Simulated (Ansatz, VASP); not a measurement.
## Two plane-wave programs on ZrB2

The input INCAR:

```
PREC = Accurate
ENCUT = 520
EDIFF = 1E-6
ISMEAR = 0
SIGMA = 0.15
LREAL = False
LASPH = True
NELM = 100
ALGO = Normal
ISIF = 2
LWAVE = False
LCHARG = True
GGA = CA
LELF = True
LVHAR = True
NBANDS = 16
```

Contents of KPOINTS:

```
regular mesh
0
Gamma
  15 15 12
```

POSCAR

```
ZrB2
1.0
    3.2265000000      0.0000000000      0.0000000000
   -1.6132500000      2.7942309653      0.0000000000
    0.0000000000      0.0000000000      3.3726000000
Zr B
1 2
Direct
    0.0000000000      0.0000000000      0.0000000000
    0.3333333333      0.6666666667      0.5000000000
    0.6666666667      0.3333333333      0.5000000000
```

Input for Ansatz:

```yaml
crystal:
  lattice:
    - [3.2265, 0.0, 0.0]
    - [-1.61325, 2.7942309653, 0.0]
    - [0.0, 0.0, 3.3726]
  atoms:
    - { symbol: Zr, position: [0.0, 0.0, 0.0] }
    - { symbol: B, position: [0.3333333333, 0.6666666667, 0.5] }
    - { symbol: B, position: [0.6666666667, 0.3333333333, 0.5] }
basis:
  ecutwfc: 520.0
kpoints:
  mp_grid: { grid: [15, 15, 12] }
hamiltonian:
  xc: lda
  pseudopotentials: { kind: paw }
scf:
  occupations: { method: gaussian, width: 0.15 }
output:
  forces: true
  stress: true
  eigenvalues: true
```

Alike in both runs: task single point; functional LDA; k mesh 15 × 15 × 12; occupations gaussian, width 0.15 eV; no spin polarisation.

|  | VASP | Ansatz |
| --- | --- | --- |
| version | VASP 6.6.1 | Ansatz 0.2.0 |
| potentials or method | VASP PAW LDA potentials, release 64 (Zr_sv, B), cutoff 520 eV | scalar-relativistic, plane waves, PAW |
| valence electrons in the cell | 18 | 18 |

|  | VASP | Ansatz | Ansatz less VASP |
| --- | --- | --- | --- |
| gap on the k mesh at the Fermi level (eV) | none | none | - |
| pressure (GPa) | -6.2 | -6.7 | -0.51 |
| traceless stress, the component that is largest in VASP (GPa) | 14.24 | 14.22 | -0.023 |

LDA's correlation is that of Perdew and Zunger in VASP and of Perdew and Wang (1992) in Ansatz. A gap of «none» marks a metal or a gap that the smearing closes.
